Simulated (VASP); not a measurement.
# SnTe (P6_3/mmc) in VASP: further runs

SnTe is run at these levels: LDA, PBEsol, PBE; tasks: single point.

All numbers are computed with VASP 6.6.1; they aren't measurements. Logs are shortened: lines on timing, memory, paths and dates and some standing lists are left out, and cuts for length are marked.

## 1. The cell of the first run

It takes space group P6_3/mmc (No. 194, hexagonal). The conventional cell has a = 5.276 Å, b = 5.276 Å, c = 6.295 Å, α = 90.00°, β = 90.00°, γ = 120.00°. Sn (site symmetry -6m2) has 5 Te at 3.05 to 3.15 Å within 4.0 Å. Within 4.0 Å of Te (site symmetry -6m2) lie 5 Sn at 3.05 to 3.15 Å.

## 2. Single point, LDA

File INCAR:

```
  ALGO = Normal
  EDIFF = 1E-6
  ENCUT = 520
  ISIF = 2
  ISMEAR = -1
  LASPH = T
  LCHARG = T
  LELF = T
  LREAL = F
  LVHAR = T
  LWAVE = F
  NBANDS = 28
  NELM = 80
  PREC = Accurate
  SIGMA = 0.02
```

File KPOINTS:

```
k-points
0
Gamma
  6 6 4
```

File POSCAR:

```
SnTe
1.0
    5.2757128571      0.0000000000      0.0000000000
   -2.6378564285      4.5689013573      0.0000000000
    0.0000000000      0.0000000000      6.2952806126
Sn Te
2 2
Direct
    0.3333333333      0.6666666667      0.2500000000
    0.6666666667      0.3333333333      0.7500000000
    0.6666666667      0.3333333333      0.2500000000
    0.3333333333      0.6666666667      0.7500000000
```

Potentials or basis: VASP PAW LDA potentials, release 64 (Sn_d, Te).

Started as:

```
$ cat potpaw_LDA.64/Sn_d/POTCAR potpaw_LDA.64/Te/POTCAR > POTCAR
$ mpirun -np 1 vasp_std > vasp.out
```

OUTCAR:

```text
EDIFF = 1E-6
   ENCUT = 520
   ISIF = 2
   ISMEAR = -1
   LASPH = T
   LREAL = F
   NELM = 80
   PREC = Accurate

 ion  position               nearest neighbor table
   1  0.333  0.667  0.250-   3 3.05   3 3.05   3 3.05   4 3.15   4 3.15
   2  0.667  0.333  0.750-   4 3.05   4 3.05   4 3.05   3 3.15   3 3.15
   3  0.667  0.333  0.250-   1 3.05   1 3.05   1 3.05   2 3.15   2 3.15
   4  0.333  0.667  0.750-   2 3.05   2 3.05   2 3.05   1 3.15   1 3.15

  LATTYP: Found a hexagonal cell.
 ALAT       =     5.2757128571
 C/A-ratio  =     1.1932568703

  Lattice vectors:

 A1 = (   5.2757128571,   0.0000000000,   0.0000000000)
 A2 = (  -2.6378564285,   4.5689013573,   0.0000000000)
 A3 = (   0.0000000000,   0.0000000000,   6.2952806126)

Analysis of symmetry for initial positions (statically):
=====================================================================
 Subroutine PRICEL returns:
 Original cell was already a primitive cell.

 Routine SETGRP: Setting up the symmetry group for a
 hexagonal supercell.

 Subroutine GETGRP returns: Found 24 space group operations
 (whereof 12 operations were pure point group operations)
 out of a pool of 24 trial point group operations.

The static configuration has the point symmetry D_3d.
 The point group associated with its full space group is D_6h.

Analysis of symmetry for dynamics (positions and initial velocities):
=====================================================================
 Subroutine PRICEL returns:
 Original cell was already a primitive cell.

 Routine SETGRP: Setting up the symmetry group for a
 hexagonal supercell.

 Subroutine GETGRP returns: Found 24 space group operations
 (whereof 12 operations were pure point group operations)
 out of a pool of 24 trial point group operations.

The dynamic configuration has the point symmetry D_3d.
 The point group associated with its full space group is D_6h.

 Subroutine INISYM returns: Found 24 space group operations
 (whereof 12 operations are pure point group operations),
 and found     1 'primitive' translations

----------------------------------------------------------------------------------------

                                     Primitive cell
[... 78 lines left out ...]
   ions per type =               2   2
   NGX,Y,Z   is equivalent  to a cutoff of  12.60, 12.60, 12.68 a.u.
   NGXF,Y,Z  is equivalent  to a cutoff of  25.21, 25.21, 25.35 a.u.
 SYSTEM =  unknown system
   PREC   = accura    normal or accurate (medium, high low for compatibility)
   ISTART =      0    job   : 0-new  1-cont  2-samecut
   ICHARG =      2    charge: 1-file 2-atom 10-const
   ISPIN  =      1    spin polarized calculation?
   LNONCOLLINEAR =      F non collinear calculations
   LSORBIT =      F    spin-orbit coupling
   LASPH  =      T    aspherical Exc in radial PAW
   ENCUT  =  520.0 eV  38.22 Ry    6.18 a.u.   9.81  9.81 11.71*2*pi/ulx,y,z
   NELM   =     80;   NELMIN=  2; NELMDL= -5     # of ELM steps
   EDIFF  = 0.1E-05   stopping-criterion for ELM
   LREAL  =      F    real-space projection
[... 7 lines left out ...]
   TEBEG  =    0.0;   TEEND  =   0.0 temperature during run
   PSTRESS=    0.0 pullay stress
   NELECT =      40.0000    total number of electrons
   NUPDOWN=      -1.0000    fix difference up-down
   EMIN   =  10.00;   EMAX   =-10.00  energy-range for DOS
   EFERMI =   0.00;   METHOD = LEGACY
   ISMEAR =    -1;   SIGMA  =   0.02  broadening in eV -4-tet -1-fermi 0-gaus
   EFERMI_NEDOS =   21; number of points for ismear=-14 and -15
   IALGO  =     38    algorithm
   IMIX   =      4    mixing-type and parameters
     AMIX     =   0.40;   BMIX     =  1.00
     AMIX_MAG =   1.60;   BMIX_MAG =  1.00
  volume/ion in A,a.u.               =      37.94       256.00
  Fermi-wavevector in a.u.,A,eV,Ry     =   1.049685  1.983616 14.991412  1.101838
  Thomas-Fermi vector in A             =   2.184657
   LORBIT       =      0    0 simple, 1 ext, 2 COOP (PROOUT), +10 PAW based schemes
   GGA     = CA    functional components
   LHFCALC =     F    Hartree Fock is set to
   AEXX    =    0.0000 exact exchange contribution
   IVDW    =     0    specifies the selected vdW correction
   LEPSILON=     F    determine dielectric tensor
   LRPA    =     F    only Hartree local field effects (RPA)
 non-spin polarized calculation
  energy-cutoff  :      520.00
  volume of cell :      151.74
 maximum number of plane-waves:      4104
 NGX is ok and might be reduce to    40
   NGX = 19   NGY = 19   NGZ = 23

 number of electron      39.9999986 magnetization

 Free energy of the ion-electron system (eV)
  ---------------------------------------------------
  ext. energy  EPLUGINS =         0.00000000
  ---------------------------------------------------
  free energy    TOTEN  =       -16.88857550 eV

  energy without entropy =      -16.88848846  energy(sigma->0) =      -16.88853198

 E-fermi :   5.0926     XC(G=0):  -8.6726

 val. band max:        4.9905374163   @ k =   0.3333   0.3333   0.5000
 cond. band min:       5.2046702840   @ k =   0.1667   0.0000   0.0000
 fundamental gap:      0.2141328676
 Fermi energy:         5.0926365322

 k-point     1 :       0.0000    0.0000    0.0000
  band No.  band energies     occupation
      1     -16.9055      2.00000
      2     -16.9051      2.00000
      3     -16.9051      2.00000
      4     -16.9046      2.00000
      5     -16.9046      2.00000
      6     -16.8885      2.00000
[... 640 lines left out ...]
     27       9.8325      0.00000
     28       9.8325      0.00000

------------------------ aborting loop because EDIFF is reached ----------------------------------------

  FORCE on cell =-STRESS in cart. coord.  units (eV):
  Direction    XX          YY          ZZ          XY          YZ          ZX
  --------------------------------------------------------------------------------------
  -------------------------------------------------------------------------------------
  Total        0.0476080      0.0476080      0.0303441      0.0000000      0.0000000      0.0000000
  in kB        0.5026696      0.5026696      0.3203888      0.0000000      0.0000000      0.0000000
  external PRESSURE =       0.4419094 kB  Pullay stress =       0.0000000 kB

 VOLUME and BASIS-vectors are now :
 -----------------------------------------------------------------------------
  energy-cutoff  :      520.00
  volume of cell :      151.74
      direct lattice vectors                 reciprocal lattice vectors
     5.275712857  0.000000000  0.000000000     0.189547844  0.109435499  0.000000000
    -2.637856429  4.568901357  0.000000000     0.000000000  0.218870998  0.000000000
     0.000000000  0.000000000  6.295280613     0.000000000  0.000000000  0.158849154

 POSITION                                       TOTAL-FORCE (eV/Angst)
 -----------------------------------------------------------------------------------
     -0.00000      3.04593      1.57382        -0.000000      0.000000      0.000000
      2.63786      1.52297      4.72146         0.000000     -0.000000      0.000000
      2.63786      1.52297      1.57382        -0.000000      0.000000      0.000000
     -0.00000      3.04593      4.72146         0.000000     -0.000000      0.000000
 -----------------------------------------------------------------------------------
    total drift:                               -0.000000      0.000000     -0.000000

  FREE ENERGIE OF THE ION-ELECTRON SYSTEM (eV)
  ---------------------------------------------------
  free  energy   TOTEN  =       -16.8885755036 eV

  energy  without entropy=      -16.8884884596  energy(sigma->0) =      -16.88853198
```

It took 88 s on 1 thread of Intel Xeon 6975P-C (Granite Rapids), shared host; peak memory 0.25 GiB.

Results:

```yaml
Free_energy: -16.8886 eV
Pressure: 0.0 GPa
Band_gap_on_the_k_mesh: 0.21 eV (least direct gap 0.27 eV)
```

Levels at points of the mesh, in eV from the valence-band top:
```tsv
k point	band 17	band 18	band 19	band 20	band 21	band 22	band 23	band 24
(0.00, 0.00, 0.00)	-3.84	-2.33	-2.33	-2.30	0.27	0.27	2.11	2.11
(0.50, 0.00, 0.00)	-3.60	-2.77	-2.76	-0.79	1.68	2.71	3.15	3.31
(0.00, 0.00, 0.50)	-3.17	-3.17	-1.85	-1.85	0.84	0.84	0.84	0.84
(0.50, 0.00, 0.50)	-2.35	-2.35	-1.02	-1.02	0.43	0.43	2.31	2.31
```

Caveat: spin-orbit coupling is left out, which moves the levels of the heavy elements. A k mesh can miss the band edges.

## 3. Single point, PBEsol

This run uses another cell than the first one, of 39.08 Å³/atom.

File INCAR:

```
PREC = Accurate ; ENCUT = 520
EDIFF = 1E-6 ; ISMEAR = -1
SIGMA = 0.02 ; LREAL = F
LASPH = T ; NELM = 60
ALGO = Normal ; ISIF = 2
LWAVE = F ; LCHARG = T
GGA = PS ; LELF = T
LVHAR = T ; NBANDS = 28
```

File KPOINTS:

```
Automatic mesh
0
Gamma
  6 6 4
```

File POSCAR:

```
SnTe
1.0
    5.3299840887      0.0000000000      0.0000000000
   -2.6649920443      4.6159016226      0.0000000000
    0.0000000000      0.0000000000      6.3532024697
Sn Te
2 2
Direct
    0.3333333333      0.6666666667      0.2500000000
    0.6666666667      0.3333333333      0.7500000000
    0.6666666667      0.3333333333      0.2500000000
    0.3333333333      0.6666666667      0.7500000000
```

Potentials or basis: VASP PAW PBE potentials, release 64 (Sn_d, Te).

Started as:

```
$ cat potpaw_PBE.64/Sn_d/POTCAR potpaw_PBE.64/Te/POTCAR > POTCAR
$ mpirun -np 1 vasp_std > vasp.out
```

It took 97 s on 1 thread of Intel Xeon 6975P-C (Granite Rapids), shared host; peak memory 0.3 GiB.

The run converged. Its results:

- Free energy: -15.9759 eV
- Pressure: 0.0 GPa
- Band gap on the k mesh: 0.34 eV

Levels at points of the mesh, in eV from the valence-band top:
```
           k point  band 18  band 19  band 20  band 21  band 22  band 23
(0.00, 0.00, 0.00)    -2.23    -2.23    -2.20     0.38     0.38     2.15
(0.50, 0.00, 0.00)    -2.65    -2.62    -0.75     1.70     2.73     3.14
(0.00, 0.00, 0.50)    -3.04    -1.76    -1.76     0.93     0.93     0.93
(0.50, 0.00, 0.50)    -2.23    -0.96    -0.96     0.49     0.49     2.30
```

Caveat: the PAW data sets were made with another functional, which shifts forces and pressure a little; spin-orbit coupling is left out, which moves the levels of the heavy elements. A k mesh can miss the band edges.

## 4. Single point, PBE

This run uses another cell than the first one, of 40.37 Å³/atom.

File INCAR:

```
SYSTEM = SnTe
  PREC = Accurate
  ENCUT = 520
  EDIFF = 1E-6
  ISMEAR = -1
  SIGMA = 0.02
  LREAL = .FALSE.
  LASPH = .TRUE.
  NELM = 60
  ALGO = Normal
  ISIF = 2
  LWAVE = .FALSE.
  LCHARG = .TRUE.
  GGA = PE
  LELF = .TRUE.
  LVHAR = .TRUE.
  NBANDS = 28
```

File KPOINTS:

```
Automatic mesh
0
G
  6 6 4
  0 0 0
```

File POSCAR:

```
SnTe
1.0
    5.3879010630      0.0000000000      0.0000000000
   -2.6939505315      4.6660591936      0.0000000000
    0.0000000000      0.0000000000      6.4239308324
Sn Te
2 2
Direct
    0.3333333333      0.6666666667      0.2500000000
    0.6666666667      0.3333333333      0.7500000000
    0.6666666667      0.3333333333      0.2500000000
    0.3333333333      0.6666666667      0.7500000000
```

Potentials or basis: VASP PAW PBE potentials, release 64 (Sn_d, Te).

Started as:

```
$ cat potpaw_PBE.64/Sn_d/POTCAR potpaw_PBE.64/Te/POTCAR > POTCAR
$ mpirun -np 1 vasp_std > vasp.out
```

OUTCAR:

```text
SYSTEM = SnTe
   PREC = Accurate
   ENCUT = 520
   EDIFF = 1E-6
   ISMEAR = -1
   LREAL = .FALSE.
   LASPH = .TRUE.
   NELM = 60
   ISIF = 2
   GGA = PE

 ion  position               nearest neighbor table
   1  0.333  0.667  0.250-   3 3.11   3 3.11   3 3.11   4 3.21   4 3.21
   2  0.667  0.333  0.750-   4 3.11   4 3.11   4 3.11   3 3.21   3 3.21
   3  0.667  0.333  0.250-   1 3.11   1 3.11   1 3.11   2 3.21   2 3.21
   4  0.333  0.667  0.750-   2 3.11   2 3.11   2 3.11   1 3.21   1 3.21

  LATTYP: Found a hexagonal cell.
 ALAT       =     5.3879010630
 C/A-ratio  =     1.1922881948

  Lattice vectors:

 A1 = (   5.3879010630,   0.0000000000,   0.0000000000)
 A2 = (  -2.6939505315,   4.6660591936,   0.0000000000)
 A3 = (   0.0000000000,   0.0000000000,   6.4239308324)

Analysis of symmetry for initial positions (statically):
=====================================================================
 Subroutine PRICEL returns:
 Original cell was already a primitive cell.

 Routine SETGRP: Setting up the symmetry group for a
 hexagonal supercell.

 Subroutine GETGRP returns: Found 24 space group operations
 (whereof 12 operations were pure point group operations)
 out of a pool of 24 trial point group operations.

The static configuration has the point symmetry D_3d.
 The point group associated with its full space group is D_6h.

Analysis of symmetry for dynamics (positions and initial velocities):
=====================================================================
 Subroutine PRICEL returns:
 Original cell was already a primitive cell.

 Routine SETGRP: Setting up the symmetry group for a
 hexagonal supercell.

 Subroutine GETGRP returns: Found 24 space group operations
 (whereof 12 operations were pure point group operations)
 out of a pool of 24 trial point group operations.

The dynamic configuration has the point symmetry D_3d.
 The point group associated with its full space group is D_6h.

[... 115 lines left out ...]
   IALGO  =     38    algorithm
   IMIX   =      4    mixing-type and parameters
     AMIX     =   0.40;   BMIX     =  1.00
     AMIX_MAG =   1.60;   BMIX_MAG =  1.00
  volume/ion in A,a.u.               =      40.37       272.46
  Fermi-wavevector in a.u.,A,eV,Ry     =   1.028106  1.942839 14.381387  1.057002
  Thomas-Fermi vector in A             =   2.162085
   LORBIT       =      0    0 simple, 1 ext, 2 COOP (PROOUT), +10 PAW based schemes
   GGA     = PE    functional components
   LHFCALC =     F    Hartree Fock is set to
   AEXX    =    0.0000 exact exchange contribution
   IVDW    =     0    specifies the selected vdW correction
   LEPSILON=     F    determine dielectric tensor
   LRPA    =     F    only Hartree local field effects (RPA)
 non-spin polarized calculation
  energy-cutoff  :      520.00
  volume of cell :      161.50
 maximum number of plane-waves:      4374
   NGX = 21   NGY = 21   NGZ = 23

 number of electron      40.0000024 magnetization

 Free energy of the ion-electron system (eV)
  ---------------------------------------------------
  ext. energy  EPLUGINS =         0.00000000
  ---------------------------------------------------
  free energy    TOTEN  =       -14.65660057 eV

  energy without entropy =      -14.65660013  energy(sigma->0) =      -14.65660035

 E-fermi :   4.7158     XC(G=0):  -8.0880

 val. band max:        4.4952245941   @ k =   0.3333   0.3333   0.5000
 cond. band min:       4.9389420494   @ k =   0.3333   0.3333   0.5000
 fundamental gap:      0.4437174553
 Fermi energy:         4.7157864933

 k-point     1 :       0.0000    0.0000    0.0000
  band No.  band energies     occupation
      1     -17.3911      2.00000
      2     -17.3911      2.00000
      3     -17.3907      2.00000
      4     -17.3907      2.00000
      5     -17.3881      2.00000
      6     -17.3784      2.00000
[... 640 lines left out ...]
     27       9.3181      0.00000
     28       9.3181      0.00000

------------------------ aborting loop because EDIFF is reached ----------------------------------------

  FORCE on cell =-STRESS in cart. coord.  units (eV):
  Direction    XX          YY          ZZ          XY          YZ          ZX
  --------------------------------------------------------------------------------------
  -------------------------------------------------------------------------------------
  Total        0.5862337      0.5862337      0.7434274      0.0000000     -0.0000000     -0.0000000
  in kB        5.8158155      5.8158155      7.3752782      0.0000000     -0.0000000     -0.0000000
  external PRESSURE =       6.3356364 kB  Pullay stress =       0.0000000 kB

 VOLUME and BASIS-vectors are now :
 -----------------------------------------------------------------------------
  energy-cutoff  :      520.00
  volume of cell :      161.50
      direct lattice vectors                 reciprocal lattice vectors
     5.387901063  0.000000000  0.000000000     0.185601032  0.107156806  0.000000000
    -2.693950532  4.666059194  0.000000000     0.000000000  0.214313612  0.000000000
     0.000000000  0.000000000  6.423930832     0.000000000  0.000000000  0.155667928

 POSITION                                       TOTAL-FORCE (eV/Angst)
 -----------------------------------------------------------------------------------
     -0.00000      3.11071      1.60598         0.000000     -0.000000      0.000000
      2.69395      1.55535      4.81795        -0.000000      0.000000      0.000000
      2.69395      1.55535      1.60598         0.000000     -0.000000      0.000000
     -0.00000      3.11071      4.81795        -0.000000      0.000000      0.000000
 -----------------------------------------------------------------------------------
    total drift:                                0.000000     -0.000000      0.000000

  FREE ENERGIE OF THE ION-ELECTRON SYSTEM (eV)
  ---------------------------------------------------
  free  energy   TOTEN  =       -14.6566005683 eV

  energy  without entropy=      -14.6566001255  energy(sigma->0) =      -14.65660035
```

stdout:

```text
POSCAR found type information on POSCAR SnTe
 POSCAR found :  2 types and       4 ions
 scaLAPACK will be used
 LDA part: xc-table for (Slater+PW92), standard interpolation
 POSCAR, INCAR and KPOINTS ok, starting setup
 FFT: planning ... GRIDC
 FFT: planning ... GRID_SOFT
 FFT: planning ... GRID
 WAVECAR not read
 entering main loop
```

Run time: 82 s. Hardware: 1 thread of Intel Xeon 6975P-C (Granite Rapids), shared host; peak memory 0.3 GiB.

Results:

- Free energy: -14.6566 eV
- Pressure: 0.6 GPa
- Band gap on the k mesh: 0.44 eV

Stress tensor (GPa, compression positive):
```
0.58 0.00 0.00
0.00 0.58 0.00
0.00 0.00 0.74
```

Caveat: spin-orbit coupling is left out, which moves the levels of the heavy elements. A k mesh can miss the band edges.

(Continued in part 2 of 2.)
